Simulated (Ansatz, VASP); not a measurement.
## SrO in VASP and in Ansatz

```
Sr O
1.0
     0.00000    2.62299    2.62299
     2.62299    0.00000    2.62299
     2.62299    2.62299    0.00000
Sr O
1 1
Direct
  0.00000 0.00000 0.00000
  0.50000 0.50000 0.50000
```

Alike in both runs: task single point; functional PBE; k mesh 8 × 8 × 8; no spin polarisation.

|  | VASP | Ansatz |
| --- | --- | --- |
| version | VASP 6.6.1 | Ansatz 0.2.0 |
| potentials or method | VASP PAW PBE potentials, release 64 (Sr_sv, O) | plane waves, PAW |
| plane-wave cutoff (eV) | 520 | 420 |
| occupations | gaussian, width 0.01 eV | fixed |
| valence electrons in the cell | 16 | 16 |

|  | VASP | Ansatz | Ansatz less VASP |
| --- | --- | --- | --- |
| gap on the k mesh at the Fermi level (eV) | 3.29 | 3.33 | +0.043 |
| pressure (GPa) | -1.9 | -2.3 | -0.44 |
